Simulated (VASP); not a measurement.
# ZrO2 (Cubic zirconia) (Fm-3m) in VASP: single point with PBE

Aim: the single point of ZrO2 (Cubic zirconia) with PBE.

Everything below comes from runs of VASP 6.6.1. Logs are shortened: lines on timing, memory, paths and dates and some standing lists are left out, and cuts for length are marked.

**1. The cell of the first run**

Symmetry: Fm-3m, No. 225, cubic system. The conventional cell has a = 5.070 Å, b = 5.070 Å, c = 5.070 Å, α = 90.00°, β = 90.00°, γ = 90.00°. Within 2.9 Å of Zr (site symmetry m-3m) lie 8 O at 2.20 Å. Within 2.9 Å of O (site symmetry -43m) lie 4 Zr at 2.20 Å and 6 O at 2.54 Å.

**2. Single point, PBE**

Input file INCAR:

```
  PREC = Accurate
  ENCUT = 600
  EDIFF = 1E-6
  ISMEAR = 0
  SIGMA = 0.01
  LREAL = False
  LASPH = True
  NELM = 120
  ALGO = Normal
  ISIF = 2
  LWAVE = False
  LCHARG = True
  GGA = PE
  LELF = True
  LVHAR = True
  NBANDS = 19
  GGA_COMPAT = False
```

Input file KPOINTS:

```
Automatic mesh
0
Gamma
  5 5 5
```

Input file POSCAR:

```
ZrO2
1.0
    0.0000000000      2.5350000000      2.5350000000
    2.5350000000      0.0000000000      2.5350000000
    2.5350000000      2.5350000000      0.0000000000
Zr O
1 2
Direct
    0.0000000000      0.0000000000      0.0000000000
    0.2500000000      0.2500000000      0.2500000000
    0.7500000000      0.7500000000      0.7500000000
```

Potentials or basis: VASP PAW PBE potentials, release 64 (Zr_sv, O).

The run is started by

```console
> cat potpaw_PBE.64/Zr_sv/POTCAR potpaw_PBE.64/O/POTCAR > POTCAR
> mpirun -np 1 vasp_std > vasp.out
```

OUTCAR:

```text
PREC = Accurate
   ENCUT = 600
   EDIFF = 1E-6
   ISMEAR = 0
   LREAL = False
   LASPH = True
   NELM = 120
   ISIF = 2
   GGA = PE

 ion  position               nearest neighbor table
   1  0.000  0.000  0.000-   3 2.20   3 2.20   3 2.20   2 2.20   3 2.20   2 2.20   2 2.20   2 2.20

   2  0.250  0.250  0.250-   1 2.20   1 2.20   1 2.20   1 2.20
   3  0.750  0.750  0.750-   1 2.20   1 2.20   1 2.20   1 2.20

  LATTYP: Found a face centered cubic cell.
 ALAT       =     5.0700000000

  Lattice vectors:

 A1 = (   0.0000000000,   2.5350000000,   2.5350000000)
 A2 = (   2.5350000000,   0.0000000000,   2.5350000000)
 A3 = (   2.5350000000,   2.5350000000,   0.0000000000)

Analysis of symmetry for initial positions (statically):
=====================================================================
 Subroutine PRICEL returns:
 Original cell was already a primitive cell.

 Routine SETGRP: Setting up the symmetry group for a
 face centered cubic supercell.

 Subroutine GETGRP returns: Found 48 space group operations
 (whereof 48 operations were pure point group operations)
 out of a pool of 48 trial point group operations.

The static configuration has the point symmetry O_h .

Analysis of symmetry for dynamics (positions and initial velocities):
=====================================================================
 Subroutine PRICEL returns:
 Original cell was already a primitive cell.

 Routine SETGRP: Setting up the symmetry group for a
 face centered cubic supercell.

 Subroutine GETGRP returns: Found 48 space group operations
 (whereof 48 operations were pure point group operations)
 out of a pool of 48 trial point group operations.

The dynamic configuration has the point symmetry O_h .

 Subroutine INISYM returns: Found 48 space group operations
 (whereof 48 operations are pure point group operations),
 and found     1 'primitive' translations

----------------------------------------------------------------------------------------

                                     Primitive cell

  volume of cell :      32.5810

  direct lattice vectors                    reciprocal lattice vectors
     0.000000000  2.535000000  2.535000000    -0.197238659  0.197238659  0.197238659
     2.535000000  0.000000000  2.535000000     0.197238659 -0.197238659  0.197238659
     2.535000000  2.535000000  0.000000000     0.197238659  0.197238659 -0.197238659

  length of vectors
     3.585031381  3.585031381  3.585031381     0.341627378  0.341627378  0.341627378

  position of ions in fractional coordinates (direct lattice)
     0.000000000  0.000000000  0.000000000
     0.250000000  0.250000000  0.250000000
     0.750000000  0.750000000  0.750000000

  ion indices of the primitive-cell ions
   primitive index   ion index
                 1           1
                 2           2
                 3           3

----------------------------------------------------------------------------------------

 KPOINTS: Automatic mesh

Automatic generation of k-mesh.
 Grid dimensions read from file:
 generate k-points for:    5    5    5

 Generating k-lattice:

  Cartesian coordinates                     Fractional coordinates (reciprocal lattice)
    -0.039447732  0.039447732  0.039447732     0.200000000  0.000000000  0.000000000
     0.039447732 -0.039447732  0.039447732     0.000000000  0.200000000  0.000000000
     0.039447732  0.039447732 -0.039447732     0.000000000  0.000000000  0.200000000

  Length of vectors
     0.068325476  0.068325476  0.068325476

  Shift w.r.t. Gamma in fractional coordinates (k-lattice)
     0.000000000  0.000000000  0.000000000

 Subroutine IBZKPT returns following result:
 ===========================================

 Found     10 irreducible k-points:

 Following reciprocal coordinates:
            Coordinates               Weight
  0.000000  0.000000  0.000000      1.000000
  0.200000  0.000000  0.000000      8.000000
  0.400000  0.000000  0.000000      8.000000
  0.200000  0.200000  0.000000      6.000000
  0.400000  0.200000  0.000000     24.000000
 -0.400000  0.200000  0.000000     24.000000
 -0.200000  0.200000  0.000000     12.000000
  0.400000  0.400000  0.000000      6.000000
 -0.400000  0.400000  0.000000     12.000000
 -0.400000  0.400000  0.200000     24.000000
   k-points           NKPTS =     10   k-points in BZ     NKDIM =     10   number of bands    NBANDS=     19
   number of dos      NEDOS =    301   number of ions     NIONS =      3
   total plane-waves  NPLWV =  27000
   dimension x,y,z NGX =    30 NGY =   30 NGZ =   30
   dimension x,y,z NGXF=    60 NGYF=   60 NGZF=   60
   ions per type =               1   2
   NGX,Y,Z   is equivalent  to a cutoff of  13.91, 13.91, 13.91 a.u.
   NGXF,Y,Z  is equivalent  to a cutoff of  27.82, 27.82, 27.82 a.u.
 SYSTEM =  unknown system
   PREC   = accura    normal or accurate (medium, high low for compatibility)
   ISTART =      0    job   : 0-new  1-cont  2-samecut
   ICHARG =      2    charge: 1-file 2-atom 10-const
   ISPIN  =      1    spin polarized calculation?
   LNONCOLLINEAR =      F non collinear calculations
   LSORBIT =      F    spin-orbit coupling
   LASPH  =      T    aspherical Exc in radial PAW
   ENCUT  =  600.0 eV  44.10 Ry    6.64 a.u.   7.16  7.16  7.16*2*pi/ulx,y,z
   NELM   =    120;   NELMIN=  2; NELMDL= -5     # of ELM steps
   EDIFF  = 0.1E-05   stopping-criterion for ELM
   LREAL  =      F    real-space projection
   EDIFFG = 0.1E-04   stopping-criterion for IOM
   NSW    =      0    number of steps for IOM
   IBRION =     -1    ionic relax: 0-MD 1-quasi-New 2-CG
   NFREE  =      0    steps in history (QN), initial steepest desc. (CG)
   ISIF   =      2    stress and relaxation
   ISYM   =      2    0-nonsym 1-usesym 2-fastsym
   POTIM  = 0.5000    time-step for ionic-motion
   TEBEG  =    0.0;   TEEND  =   0.0 temperature during run
   PSTRESS=    0.0 pullay stress
   NELECT =      24.0000    total number of electrons
   NUPDOWN=      -1.0000    fix difference up-down
   EMIN   =  10.00;   EMAX   =-10.00  energy-range for DOS
   EFERMI =   0.00;   METHOD = LEGACY
   ISMEAR =     0;   SIGMA  =   0.01  broadening in eV -4-tet -1-fermi 0-gaus
   EFERMI_NEDOS =   21; number of points for ismear=-14 and -15
   IALGO  =     38    algorithm
   IMIX   =      4    mixing-type and parameters
     AMIX     =   0.40;   BMIX     =  1.00
     AMIX_MAG =   1.60;   BMIX_MAG =  1.00
  volume/ion in A,a.u.               =      10.86        73.29
  Fermi-wavevector in a.u.,A,eV,Ry     =   1.478509  2.793977 29.742181  2.185989
  Thomas-Fermi vector in A             =   2.592781
   LORBIT       =      0    0 simple, 1 ext, 2 COOP (PROOUT), +10 PAW based schemes
   GGA     = PE    functional components
   LHFCALC =     F    Hartree Fock is set to
   AEXX    =    0.0000 exact exchange contribution
   IVDW    =     0    specifies the selected vdW correction
   LEPSILON=     F    determine dielectric tensor
   LRPA    =     F    only Hartree local field effects (RPA)
 non-spin polarized calculation
 Gauss-broadening in eV      SIGMA  =   0.01
  energy-cutoff  :      600.00
  volume of cell :       32.58
 maximum number of plane-waves:      1103
 NGX is ok and might be reduce to    30
   NGX = 15   NGY = 15   NGZ = 15

 number of electron      23.9999997 magnetization

 Free energy of the ion-electron system (eV)
  ---------------------------------------------------
  ext. energy  EPLUGINS =         0.00000000
  ---------------------------------------------------
  free energy    TOTEN  =       -28.55176648 eV

  energy without entropy =      -28.55176648  energy(sigma->0) =      -28.55176648

 E-fermi :   7.3518     XC(G=0): -11.8462

 val. band max:        7.1599387945   @ k =  -0.4000   0.4000   0.0000
 cond. band min:      10.7424371405   @ k =   0.0000   0.0000   0.0000
 fundamental gap:      3.5824983460
 Fermi energy:         7.3518445144

 k-point     1 :       0.0000    0.0000    0.0000
  band No.  band energies     occupation
      1     -40.6760      2.00000
      2     -18.4978      2.00000
      3     -18.4978      2.00000
      4     -18.4978      2.00000
      5     -10.8967      2.00000
      6      -8.2964      2.00000
[... 11 lines left out ...]
     18      16.8665      0.00000
     19      21.8383      0.00000

 k-point     2 :       0.2000    0.0000    0.0000
  band No.  band energies     occupation
      1     -40.6588      2.00000
      2     -18.7685      2.00000
      3     -18.5234      2.00000
      4     -18.5234      2.00000
      5     -10.3882      2.00000
      6      -8.6374      2.00000
[... 11 lines left out ...]
     18      16.3656      0.00000
     19      21.1033      0.00000

 k-point     3 :       0.4000    0.0000    0.0000
  band No.  band energies     occupation
      1     -40.6309      2.00000
      2     -19.1566      2.00000
      3     -18.5643      2.00000
      4     -18.5643      2.00000
      5      -9.9264      2.00000
      6      -8.7145      2.00000
[... 11 lines left out ...]
     18      16.7262      0.00000
     19      21.1327      0.00000

 k-point     4 :       0.2000    0.2000    0.0000
  band No.  band energies     occupation
      1     -40.6531      2.00000
      2     -18.7970      2.00000
      3     -18.5617      2.00000
      4     -18.5617      2.00000
      5     -10.1740      2.00000
      6      -8.7867      2.00000
[... 99 lines left out ...]
     18      18.6433      0.00000
     19      23.0284      0.00000

 k-point     9 :      -0.4000    0.4000    0.0000
  band No.  band energies     occupation
      1     -40.6102      2.00000
      2     -19.1738      2.00000
      3     -18.8141      2.00000
      4     -18.6574      2.00000
      5      -9.4023      2.00000
      6      -8.8417      2.00000
[... 11 lines left out ...]
     18      19.9867      0.00000
     19      21.9336      0.00000

 k-point    10 :      -0.4000    0.4000    0.2000
  band No.  band energies     occupation
      1     -40.6138      2.00000
      2     -19.0750      2.00000
      3     -18.8677      2.00000
      4     -18.6538      2.00000
      5      -9.1977      2.00000
      6      -9.1100      2.00000
[... 11 lines left out ...]
     18      19.0710      0.00000
     19      22.7095      0.00000

------------------------ aborting loop because EDIFF is reached ----------------------------------------

  FORCE on cell =-STRESS in cart. coord.  units (eV):
  Direction    XX          YY          ZZ          XY          YZ          ZX
  --------------------------------------------------------------------------------------
  -------------------------------------------------------------------------------------
  Total        1.3931926      1.3931926      1.3931926     -0.0000000      0.0000000     -0.0000000
  in kB       68.5106144     68.5106144     68.5106144     -0.0000000      0.0000000     -0.0000000
  external PRESSURE =      68.5106144 kB  Pullay stress =       0.0000000 kB

 VOLUME and BASIS-vectors are now :
 -----------------------------------------------------------------------------
  energy-cutoff  :      600.00
  volume of cell :       32.58
      direct lattice vectors                 reciprocal lattice vectors
     0.000000000  2.535000000  2.535000000    -0.197238659  0.197238659  0.197238659
     2.535000000  0.000000000  2.535000000     0.197238659 -0.197238659  0.197238659
     2.535000000  2.535000000  0.000000000     0.197238659  0.197238659 -0.197238659

 POSITION                                       TOTAL-FORCE (eV/Angst)
 -----------------------------------------------------------------------------------
      0.00000      0.00000      0.00000        -0.000000      0.000000     -0.000000
      1.26750      1.26750      1.26750        -0.000000     -0.000000     -0.000000
      3.80250      3.80250      3.80250         0.000000      0.000000      0.000000
 -----------------------------------------------------------------------------------
    total drift:                                0.000000     -0.000000      0.000000

  FREE ENERGIE OF THE ION-ELECTRON SYSTEM (eV)
  ---------------------------------------------------
  free  energy   TOTEN  =       -28.5517664808 eV

  energy  without entropy=      -28.5517664808  energy(sigma->0) =      -28.55176648
```

Wall time 25 s (1 thread of Intel Xeon 8259CL, shared host); peak memory 0.17 GiB.

What came out:

| Quantity | Value |
| --- | --- |
| Free energy | -28.5518 eV |
| Pressure | 6.9 GPa |
| Band gap on the k mesh | 3.58 eV, indirect (least direct gap 3.92 eV) |

Levels at points of the mesh, in eV from the valence-band top:
```
           k point  band 10  band 11  band 12  band 13  band 14  band 15
(0.00, 0.00, 0.00)    -0.34    -0.34    -0.34     3.58     3.58     6.87
```

Caveat: the k points lie up to 0.43 Å⁻¹ apart. A k mesh can miss the band edges.
